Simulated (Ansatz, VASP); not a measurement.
Mg3Si2N in VASP and in Ansatz

The input INCAR:

```
ALGO = Fast
EDIFF = 1E-6
EDIFFG = -0.01
ENCUT = 600
GGA = PE
IBRION = 2
ISIF = 3
ISMEAR = 0
LASPH = T
LCHARG = F
LREAL = F
LWAVE = F
NELM = 80
NSW = 100
PREC = Accurate
SIGMA = 0.1
```

Contents of KPOINTS:

```
k-points
0
Gamma
  12 12 6
```

POSCAR

```
Mg3Si2N
1.0
    5.6199839954      0.0000000000      0.0000000000
   -2.8099919977      4.8670489089      0.0000000000
    0.0000000000      0.0000000000      6.5706351901
Mg Si N
3 2 1
Direct
    0.5000000000      0.0000000000      0.5000000000
    0.0000000000      0.5000000000      0.5000000000
    0.5000000000      0.5000000000      0.5000000000
    0.0000000000      0.0000000000      0.7607332829
    0.0000000000      0.0000000000      0.2392667171
    0.0000000000      0.0000000000      0.5000000000
```

Input for Ansatz:

```yaml
crystal:
  lattice:
    - [5.6199839954, 0.0, 0.0]
    - [-2.8099919977, 4.8670489089, 0.0]
    - [0.0, 0.0, 6.5706351901]
  atoms:
    - { symbol: Mg, position: [0.5, 0.0, 0.5] }
    - { symbol: Mg, position: [0.0, 0.5, 0.5] }
    - { symbol: Mg, position: [0.5, 0.5, 0.5] }
    - { symbol: Si, position: [0.0, 0.0, 0.7607332829] }
    - { symbol: Si, position: [0.0, 0.0, 0.2392667171] }
    - { symbol: "N", position: [0.0, 0.0, 0.5] }
basis:
  ecutwfc: 420
kpoints:
  mp_grid: { grid: [12, 12, 6] }
hamiltonian:
  xc: pbe
scf:
  occupations: { method: gaussian, width: 0.1 }
output:
  forces: true
  stress: true
  eigenvalues: true
  write_density: true
  write_potential: true
  elf: true
  volumetric_format: npy
relax:
  adjacent_minimum: "off"
  f_tol: 0.01
  max_steps: 80
  cell: { stress_tol: 0.05 }
```

Alike in both runs: task relaxation of cell and atoms; functional PBE; k mesh 12 × 12 × 6; occupations gaussian, width 0.1 eV; no spin polarisation.

```csv
,VASP,Ansatz
version,VASP 6.6.1,Ansatz 0.2.0
potentials or method,"VASP PAW PBE potentials, release 64 (Mg, Si, N), cutoff 600 eV","scalar-relativistic, plane waves, PAW"
valence electrons in the cell,19,43
```

```csv
,VASP,Ansatz,Ansatz less VASP
"gap on the k mesh at the Fermi level, each at its own relaxed structure (eV)",none,none,-
relaxed volume (Å³/atom),30.20,30.31,+0.107
relaxed length of the cell vector where the two differ most in proportion (Å),6.632,6.642,+0.0099
```

A gap of «none» marks a metal or a gap that the smearing closes. VASP's potentials hold 19 valence electrons a cell and Ansatz's 43, so a difference there can come from the potentials and not from the codes.
